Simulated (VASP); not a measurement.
# MgTlSe (P4/mmm) in VASP: a series of runs

The runs below take MgTlSe through single point, relaxation of cell and atoms, with PBE.

Everything below comes from runs of VASP 6.6.1. Logs are shortened: lines on timing, memory, paths and dates and some standing lists are left out, and cuts for length are marked.

### 1 The cell of the first run

It takes space group P4/mmm (No. 123, tetragonal). The conventional cell has a = 3.670 Å, b = 3.670 Å, c = 7.046 Å, α = 90.00°, β = 90.00°, γ = 90.00°. Mg (site symmetry 4/mmm) has 4 Se at 2.60 Å and 2 Tl at 3.52 Å and 4 Mg at 3.67 Å within 3.7 Å. Tl (site symmetry 4/mmm) has 2 Mg at 3.52 Å and 4 Tl at 3.67 Å and 8 Se at 4.38 Å within 4.6 Å. Se (site symmetry 4/mmm) has 4 Mg at 2.60 Å within 3.4 Å.

The cell was generated, and may not be a known phase.

### 2 Single point, PBE

INCAR reads:

```
SYSTEM = MgTlSe
PREC     = Accurate       ! precision mode
ENCUT    = 520            ! plane-wave cutoff, eV
EDIFF    = 1E-7           ! SCF threshold, eV
ISMEAR   = 0              ! smearing method
SIGMA    = 0.1            ! smearing width, eV
LREAL    = .False.        ! projectors in reciprocal space
LASPH    = .True.         ! aspherical terms in the spheres
NELM     = 100            ! most SCF steps
ALGO     = Normal         ! electronic algorithm
ISIF     = 2              ! what is computed and relaxed
LWAVE    = .False.        ! write WAVECAR
LCHARG   = .False.        ! write CHGCAR
GGA      = PE             ! functional
NBANDS   = 18             ! bands
```

KPOINTS reads:

```
Automatic mesh
0
Gamma
  12 12 8
  0 0 0
```

POSCAR reads:

```
MgTlSe
1.0
    3.6700524263      0.0000000000      0.0000000000
    0.0000000000      3.6700524263      0.0000000000
    0.0000000000      0.0000000000      7.0456794079
Mg Tl Se
1 1 1
Direct
    0.0000000000      0.0000000000      0.0000000000
    0.0000000000      0.0000000000      0.5000000000
    0.5000000000      0.5000000000      0.0000000000
```

Potentials or basis: VASP PAW PBE potentials, release 64 (Mg, Tl_d, Se).

Command:

```bash
$ cat potpaw_PBE.64/Mg/POTCAR potpaw_PBE.64/Tl_d/POTCAR potpaw_PBE.64/Se/POTCAR > POTCAR
$ mpirun -np 1 vasp_std > vasp.out
```

OUTCAR:

```text
SYSTEM = MgTlSe
   PREC = Accurate
   ENCUT = 520
   EDIFF = 1E-7
   ISMEAR = 0
   LREAL = .False.
   LASPH = .True.
   NELM = 100
   ISIF = 2
   GGA = PE

 ion  position               nearest neighbor table
   1  0.000  0.000  0.000-   3 2.60   3 2.60   3 2.60   3 2.60   2 3.52   2 3.52
   2  0.000  0.000  0.500-   1 3.52   1 3.52
   3  0.500  0.500  0.000-   1 2.60   1 2.60   1 2.60   1 2.60

  LATTYP: Found a simple tetragonal cell.
 ALAT       =     3.6700524263
 C/A-ratio  =     1.9197762292

  Lattice vectors:

 A1 = (   3.6700524263,   0.0000000000,   0.0000000000)
 A2 = (   0.0000000000,   3.6700524263,   0.0000000000)
 A3 = (   0.0000000000,   0.0000000000,   7.0456794079)

Analysis of symmetry for initial positions (statically):
=====================================================================
 Subroutine PRICEL returns:
 Original cell was already a primitive cell.

 Routine SETGRP: Setting up the symmetry group for a
 simple tetragonal supercell.

 Subroutine GETGRP returns: Found 16 space group operations
 (whereof 16 operations were pure point group operations)
 out of a pool of 16 trial point group operations.

The static configuration has the point symmetry D_4h.

Analysis of symmetry for dynamics (positions and initial velocities):
=====================================================================
 Subroutine PRICEL returns:
 Original cell was already a primitive cell.

 Routine SETGRP: Setting up the symmetry group for a
 simple tetragonal supercell.

 Subroutine GETGRP returns: Found 16 space group operations
 (whereof 16 operations were pure point group operations)
 out of a pool of 16 trial point group operations.

The dynamic configuration has the point symmetry D_4h.

 Subroutine INISYM returns: Found 16 space group operations
 (whereof 16 operations are pure point group operations),
 and found     1 'primitive' translations

----------------------------------------------------------------------------------------

                                     Primitive cell

  volume of cell :      94.9003

  direct lattice vectors                    reciprocal lattice vectors
     3.670052426  0.000000000  0.000000000     0.272475672  0.000000000  0.000000000
     0.000000000  3.670052426  0.000000000     0.000000000  0.272475672  0.000000000
     0.000000000  0.000000000  7.045679408     0.000000000  0.000000000  0.141930954

  length of vectors
     3.670052426  3.670052426  7.045679408     0.272475672  0.272475672  0.141930954

  position of ions in fractional coordinates (direct lattice)
     0.000000000  0.000000000  0.000000000
     0.000000000  0.000000000  0.500000000
     0.500000000  0.500000000  0.000000000

  ion indices of the primitive-cell ions
   primitive index   ion index
                 1           1
                 2           2
                 3           3

----------------------------------------------------------------------------------------

 KPOINTS: Automatic mesh

Automatic generation of k-mesh.
 Grid dimensions read from file:
 generate k-points for:   12   12    8

 Generating k-lattice:

  Cartesian coordinates                     Fractional coordinates (reciprocal lattice)
     0.022706306  0.000000000  0.000000000     0.083333333  0.000000000  0.000000000
     0.000000000  0.022706306  0.000000000     0.000000000  0.083333333  0.000000000
     0.000000000  0.000000000  0.017741369     0.000000000  0.000000000  0.125000000

  Length of vectors
     0.022706306  0.022706306  0.017741369

  Shift w.r.t. Gamma in fractional coordinates (k-lattice)
     0.000000000  0.000000000  0.000000000

 Subroutine IBZKPT returns following result:
 ===========================================

 Found    140 irreducible k-points:

 Following reciprocal coordinates:
            Coordinates               Weight
  0.000000  0.000000  0.000000      1.000000
  0.083333  0.000000  0.000000      4.000000
  0.166667  0.000000  0.000000      4.000000
  0.250000  0.000000  0.000000      4.000000
  0.333333  0.000000  0.000000      4.000000
  0.416667  0.000000  0.000000      4.000000
[... 16 lines left out ...]
  0.333333  0.333333  0.000000      4.000000
  0.416667  0.333333  0.000000      8.000000
 [... further k-points ...]
   k-points           NKPTS =    140   k-points in BZ     NKDIM =    140   number of bands    NBANDS=     18
   number of dos      NEDOS =    301   number of ions     NIONS =      3
   total plane-waves  NPLWV =  42336
   dimension x,y,z NGX =    28 NGY =   28 NGZ =   54
   dimension x,y,z NGXF=    56 NGYF=   56 NGZF=  108
   ions per type =               1   1   1
   NGX,Y,Z   is equivalent  to a cutoff of  12.68, 12.68, 12.74 a.u.
   NGXF,Y,Z  is equivalent  to a cutoff of  25.37, 25.37, 25.48 a.u.
 SYSTEM =  MgTlSe
   PREC   = accura    normal or accurate (medium, high low for compatibility)
   ISTART =      0    job   : 0-new  1-cont  2-samecut
   ICHARG =      2    charge: 1-file 2-atom 10-const
   ISPIN  =      1    spin polarized calculation?
   LNONCOLLINEAR =      F non collinear calculations
   LSORBIT =      F    spin-orbit coupling
   LASPH  =      T    aspherical Exc in radial PAW
   ENCUT  =  520.0 eV  38.22 Ry    6.18 a.u.   6.82  6.82 13.10*2*pi/ulx,y,z
   NELM   =    100;   NELMIN=  2; NELMDL= -5     # of ELM steps
   EDIFF  = 0.1E-06   stopping-criterion for ELM
   LREAL  =      F    real-space projection
   EDIFFG = 0.1E-05   stopping-criterion for IOM
   NSW    =      0    number of steps for IOM
   IBRION =     -1    ionic relax: 0-MD 1-quasi-New 2-CG
   NFREE  =      0    steps in history (QN), initial steepest desc. (CG)
   ISIF   =      2    stress and relaxation
   ISYM   =      2    0-nonsym 1-usesym 2-fastsym
   POTIM  = 0.5000    time-step for ionic-motion
   TEBEG  =    0.0;   TEEND  =   0.0 temperature during run
   PSTRESS=    0.0 pullay stress
   NELECT =      21.0000    total number of electrons
   NUPDOWN=      -1.0000    fix difference up-down
   EMIN   =  10.00;   EMAX   =-10.00  energy-range for DOS
   EFERMI =   0.00;   METHOD = LEGACY
   ISMEAR =     0;   SIGMA  =   0.10  broadening in eV -4-tet -1-fermi 0-gaus
   EFERMI_NEDOS =   21; number of points for ismear=-14 and -15
   IALGO  =     38    algorithm
   IMIX   =      4    mixing-type and parameters
[... 25 lines left out ...]
  ---------------------------------------------------
  free energy    TOTEN  =        -8.42378068 eV

  energy without entropy =       -8.41436819  energy(sigma->0) =       -8.41907443

 E-fermi :   3.2377     XC(G=0):  -8.3041

 val. band max:        3.2329082788   @ k =   0.5000   0.3333   0.3750
 cond. band min:       3.2562416642   @ k =   0.4167   0.2500   0.3750
 fundamental gap:      0.0233333854
 Fermi energy:         3.2376738977

 k-point     1 :       0.0000    0.0000    0.0000
  band No.  band energies     occupation
      1     -10.5213      2.00000
      2      -8.9024      2.00000
      3      -8.8748      2.00000
      4      -8.6876      2.00000
      5      -8.6876      2.00000
      6      -8.5712      2.00000
[... 10 lines left out ...]
     17      10.5701      0.00000
     18      11.6708      0.00000

 k-point     2 :       0.0833    0.0000    0.0000
  band No.  band energies     occupation
      1     -10.4837      2.00000
      2      -8.8920      2.00000
      3      -8.8663      2.00000
      4      -8.6952      2.00000
      5      -8.6870      2.00000
      6      -8.5772      2.00000
[... 10 lines left out ...]
     17      10.0924      0.00000
     18      11.6261      0.00000

 k-point     3 :       0.1667    0.0000    0.0000
  band No.  band energies     occupation
      1     -10.3773      2.00000
      2      -8.8823      2.00000
      3      -8.8247      2.00000
      4      -8.7158      2.00000
      5      -8.6853      2.00000
      6      -8.5935      2.00000
[... 10 lines left out ...]
     17       9.9177      0.00000
     18      11.5631      0.00000

 k-point     4 :       0.2500    0.0000    0.0000
  band No.  band energies     occupation
      1     -10.2214      2.00000
      2      -8.8775      2.00000
      3      -8.7607      2.00000
      4      -8.7436      2.00000
      5      -8.6830      2.00000
      6      -8.6155      2.00000
[... 10 lines left out ...]
     17      10.7041      0.00000
     18      10.7238      0.00000

 k-point     5 :       0.3333    0.0000    0.0000
  band No.  band energies     occupation
      1     -10.0508      2.00000
      2      -8.8741      2.00000
      3      -8.7711      2.00000
      4      -8.6973      2.00000
      5      -8.6806      2.00000
      6      -8.6374      2.00000
[... 10 lines left out ...]
     17      10.3132      0.00000
     18      11.1100      0.00000

 k-point     6 :       0.4167    0.0000    0.0000
  band No.  band energies     occupation
      1      -9.9141      2.00000
      2      -8.8721      2.00000
      3      -8.7910      2.00000
      4      -8.6789      2.00000
      5      -8.6534      2.00000
      6      -8.6519      2.00000
[... 10 lines left out ...]
     17      10.3751      0.00000
     18      10.5848      0.00000

 k-point     7 :       0.5000    0.0000    0.0000
  band No.  band energies     occupation
      1      -9.8612      2.00000
      2      -8.8716      2.00000
      3      -8.7982      2.00000
      4      -8.6783      2.00000
      5      -8.6592      2.00000
      6      -8.6356      2.00000
[... 10 lines left out ...]
     17       9.8269      0.00000
     18      10.4615      0.00000

 k-point     8 :       0.0833    0.0833    0.0000
  band No.  band energies     occupation
      1     -10.4466      2.00000
      2      -8.8761      2.00000
      3      -8.8631      2.00000
      4      -8.6952      2.00000
      5      -8.6939      2.00000
      6      -8.5833      2.00000
[... 10 lines left out ...]
     17      10.0112      0.00000
     18      10.6934      0.00000
[... 229 lines left out ...]
     17       9.8795      0.00000
     18      10.9441      0.00000

 k-point    20 :       0.3333    0.2500    0.0000
  band No.  band energies     occupation
      1      -9.7944      2.00000
      2      -8.7835      2.00000
      3      -8.7639      2.00000
      4      -8.7337      2.00000
      5      -8.6944      2.00000
      6      -8.6373      2.00000
[... 10 lines left out ...]
     17      10.2198      0.00000
     18      10.7426      0.00000

 k-point    21 :       0.4167    0.2500    0.0000
  band No.  band energies     occupation
      1      -9.6726      2.00000
      2      -8.7831      2.00000
      3      -8.7787      2.00000
      4      -8.7315      2.00000
      5      -8.7134      2.00000
      6      -8.5906      2.00000
[... 10 lines left out ...]
     17      10.0573      0.00000
     18      10.2564      0.00000

 k-point    22 :       0.5000    0.2500    0.0000
  band No.  band energies     occupation
      1      -9.6257      2.00000
      2      -8.7900      2.00000
      3      -8.7773      2.00000
      4      -8.7306      2.00000
      5      -8.7204      2.00000
      6      -8.5732      2.00000
[... 10 lines left out ...]
     17       9.7592      0.00000
     18      10.5287      0.00000

 k-point    23 :       0.3333    0.3333    0.0000
  band No.  band energies     occupation
      1      -9.6515      2.00000
      2      -8.7618      2.00000
      3      -8.7616      2.00000
      4      -8.7583      2.00000
      5      -8.7219      2.00000
      6      -8.5852      2.00000
[... 10 lines left out ...]
     17       9.8237      0.00000
     18      10.6144      0.00000

 k-point    24 :       0.4167    0.3333    0.0000
  band No.  band energies     occupation
      1      -9.5389      2.00000
      2      -8.7791      2.00000
      3      -8.7573      2.00000
      4      -8.7520      2.00000
      5      -8.7415      2.00000
      6      -8.5413      2.00000
[... 10 lines left out ...]
     17       9.0496      0.00000
     18      11.1526      0.00000

 [... further k-points ...]

------------------------ aborting loop because EDIFF is reached ----------------------------------------

  FORCE on cell =-STRESS in cart. coord.  units (eV):
  Direction    XX          YY          ZZ          XY          YZ          ZX
  --------------------------------------------------------------------------------------
  -------------------------------------------------------------------------------------
  Total       -0.0327485     -0.0327485     -0.0194341      0.0000000      0.0000000      0.0000000
  in kB       -0.5528847     -0.5528847     -0.3281013      0.0000000      0.0000000      0.0000000
  external PRESSURE =      -0.4779569 kB  Pullay stress =       0.0000000 kB

 VOLUME and BASIS-vectors are now :
 -----------------------------------------------------------------------------
  energy-cutoff  :      520.00
  volume of cell :       94.90
      direct lattice vectors                 reciprocal lattice vectors
     3.670052426  0.000000000  0.000000000     0.272475672  0.000000000  0.000000000
     0.000000000  3.670052426  0.000000000     0.000000000  0.272475672  0.000000000
     0.000000000  0.000000000  7.045679408     0.000000000  0.000000000  0.141930954

 POSITION                                       TOTAL-FORCE (eV/Angst)
 -----------------------------------------------------------------------------------
      0.00000      0.00000      0.00000         0.000000      0.000000      0.000000
      0.00000      0.00000      3.52284         0.000000      0.000000      0.000000
      1.83503      1.83503      0.00000         0.000000      0.000000      0.000000
 -----------------------------------------------------------------------------------
    total drift:                               -0.000000      0.000000      0.000000

  FREE ENERGIE OF THE ION-ELECTRON SYSTEM (eV)
  ---------------------------------------------------
  free  energy   TOTEN  =        -8.4237806750 eV

  energy  without entropy=       -8.4143681861  energy(sigma->0) =       -8.41907443
```

Wall time 2 min (1 thread of Intel Xeon Platinum 8488C (Sapphire Rapids), shared host); peak memory 0.41 GiB.

Results:

```yaml
Free_energy: -8.4238 eV
Pressure: 0.0 GPa
Band_gap_on_the_k_mesh: zero (an odd number of electrons rules out a gap without spin polarisation)
```

Levels at points of the mesh, in eV from the Fermi level:
| k point | band 9 | band 10 | band 11 | band 12 | band 13 | band 14 |
| --- | --- | --- | --- | --- | --- | --- |
| (0.00, 0.00, 0.00) | -2.15 | -2.15 | 1.15 | 1.20 | 3.86 | 5.19 |
| (0.50, 0.00, 0.00) | -2.57 | -1.65 | -1.33 | -0.36 | 4.11 | 5.29 |
| (0.50, 0.50, 0.00) | -4.69 | -1.76 | 0.36 | 0.36 | 0.41 | 1.44 |
| (0.00, 0.00, 0.50) | -2.14 | -2.14 | -1.28 | 2.70 | 3.87 | 4.93 |
| (0.50, 0.00, 0.50) | -3.01 | -1.65 | -0.43 | 1.12 | 2.65 | 3.52 |
| (0.50, 0.50, 0.50) | -4.64 | -1.78 | -0.62 | 0.06 | 0.06 | 4.31 |

Caveat: spin-orbit coupling is left out, which moves the levels of the heavy elements.

### 3 Relaxation of cell and atoms, PBE

This run uses another cell than the first one, of 29.40 Å³/atom.

INCAR reads:

```
SYSTEM = MgTlSe
PREC = Accurate
ENCUT = 600
EDIFF = 1E-7
ISMEAR = 0
SIGMA = 0.1
LREAL = .False.
LASPH = .True.
NELM = 100
ALGO = Normal
ISIF = 3
LWAVE = .False.
LCHARG = .False.
GGA = PE
IBRION = 2
NSW = 100
EDIFFG = -0.01
```

KPOINTS reads:

```
regular mesh
0
Gamma
  12 12 8
  0 0 0
```

POSCAR reads:

```
MgTlSe
1.0
    3.7226285762      0.0000000000      0.0000000000
    0.0000000000      3.7226285762      0.0000000000
    0.0000000000      0.0000000000      6.3641165254
Mg Tl Se
1 1 1
Direct
    0.0000000000      0.0000000000      0.0000000000
    0.0000000000      0.0000000000      0.5000000000
    0.5000000000      0.5000000000      0.0000000000
```

Potentials or basis: VASP PAW PBE potentials, release 64 (Mg, Tl_d, Se).

Command:

```bash
$ cat potpaw_PBE.64/Mg/POTCAR potpaw_PBE.64/Tl_d/POTCAR potpaw_PBE.64/Se/POTCAR > POTCAR
$ mpirun -np 1 vasp_std > vasp.out
```

It took 16 min on 1 thread of Intel Xeon Platinum 8488C (Sapphire Rapids), shared host; peak memory 0.45 GiB.

It converged, with:

```yaml
Free_energy: -8.4230 eV
Relaxed_volume: 31.42 Å³/atom
Relaxed_cell: a = 3.671 Å, b = 3.671 Å, c = 6.996 Å, α = 90.00°, β = 90.00°, γ = 90.00°
Space_group_after_relaxing_to_0.1_Å: P4/mmm (No. 123)
Energy_gained_by_relaxing: 2.8 meV/atom
Ionic_steps: 13
Pressure_after_relaxing: 0.0 GPa
Band_gap_on_the_k_mesh: zero (an odd number of electrons rules out a gap without spin polarisation)
```

The path:
```csv
step,energy change (eV),largest force (eV/Å),pressure (GPa),volume (Å³)
1,0.0000,0.0000,-0.06,88.19
2,-0.0004,0.0000,0.04,88.06
3,-0.0006,0.0000,0.14,87.92
4,-0.0006,0.0000,0.18,87.87
5,-0.0009,0.0000,0.17,88.03
6,-0.0017,0.0000,0.13,88.50
7,-0.0030,0.0000,0.07,89.44
8,-0.0058,0.0000,0.04,91.29
9,-0.0080,0.0000,0.16,94.91
10,-0.0084,0.0000,0.09,93.74
11,-0.0084,0.0000,0.11,93.98
12,-0.0064,0.0000,-0.45,95.44
13,-0.0085,0.0000,0.00,94.25
```

Final structure:
```
CELL_PARAMETERS angstrom
3.67052 0.00000 0.00000
0.00000 3.67052 0.00000
0.00000 0.00000 6.99576
ATOMIC_POSITIONS crystal
Mg 0.00000 0.00000 0.00000
Tl 0.00000 0.00000 0.50000
Se 0.50000 0.50000 0.00000
```

Levels at points of the mesh, in eV from the Fermi level:
```tsv
k point	band 9	band 10	band 11	band 12	band 13	band 14
(0.00, 0.00, 0.00)	-2.14	-2.14	1.17	1.24	3.86	5.19
(0.50, 0.00, 0.00)	-2.57	-1.65	-1.33	-0.38	4.11	5.39
(0.50, 0.50, 0.00)	-4.71	-1.76	0.36	0.36	0.43	1.41
(0.00, 0.00, 0.50)	-2.13	-2.13	-1.29	2.75	3.87	4.91
(0.50, 0.00, 0.50)	-3.03	-1.65	-0.40	1.13	2.70	3.53
(0.50, 0.50, 0.50)	-4.65	-1.79	-0.65	0.04	0.04	4.37
```

Caveat: spin-orbit coupling is left out, which moves the levels of the heavy elements.

### 4 Single point, PBE

INCAR reads:

```
SYSTEM = MgTlSe
PREC = Accurate
ENCUT = 520
EDIFF = 1E-6
ISMEAR = 0
SIGMA = 0.1
LREAL = .False.
LASPH = .True.
NELM = 100
ALGO = Normal
ISIF = 2
LWAVE = .False.
LCHARG = .False.
GGA = PE
NBANDS = 18
```

KPOINTS is that of step 3.

POSCAR reads:

```
MgTlSe
1.0
    3.6700524263      0.0000000000      0.0000000000
    0.0000000000      3.6700524263      0.0000000000
    0.0000000000      0.0000000000      7.0456794079
Mg Tl Se
1 1 1
Direct
    0.0000000000      0.0000000000      0.0000000000
    0.0000000000      0.0000000000      0.5000000000
    0.5000000000      0.5000000000      0.0000000000
```

Command:

```bash
$ cat potpaw_PBE.64/Mg/POTCAR potpaw_PBE.64/Tl_d/POTCAR potpaw_PBE.64/Se/POTCAR > POTCAR
$ mpirun -np 1 vasp_std > vasp.out
```

Run time: 1.8 min. Hardware: 1 thread of Intel Xeon Platinum 8488C (Sapphire Rapids), shared host; peak memory 0.41 GiB.

Results (log left out):

```
Free energy            : -8.4238 eV
Pressure               : 0.0 GPa
Band gap on the k mesh : zero (an odd number of electrons rules out a gap without spin polarisation)
```

Levels at points of the mesh, in eV from the Fermi level:
```csv
k point,band 8,band 9,band 10,band 11,band 12,band 13,band 14,band 15
"(0.00, 0.00, 0.00)",-4.05,-2.15,-2.15,1.15,1.20,3.86,5.19,5.19
"(0.50, 0.00, 0.00)",-5.30,-2.57,-1.65,-1.33,-0.36,4.11,5.29,5.41
"(0.50, 0.50, 0.00)",-4.89,-4.69,-1.76,0.36,0.36,0.41,1.44,3.97
"(0.00, 0.00, 0.50)",-3.00,-2.14,-2.14,-1.28,2.70,3.87,4.93,4.93
"(0.50, 0.00, 0.50)",-6.01,-3.01,-1.65,-0.43,1.12,2.65,3.52,5.49
"(0.50, 0.50, 0.50)",-4.86,-4.64,-1.78,-0.62,0.06,0.06,4.31,5.11
```

Caveat: spin-orbit coupling is left out, which moves the levels of the heavy elements.

The gap in the log of VASP goes by the Fermi energy; the results here count the filled bands.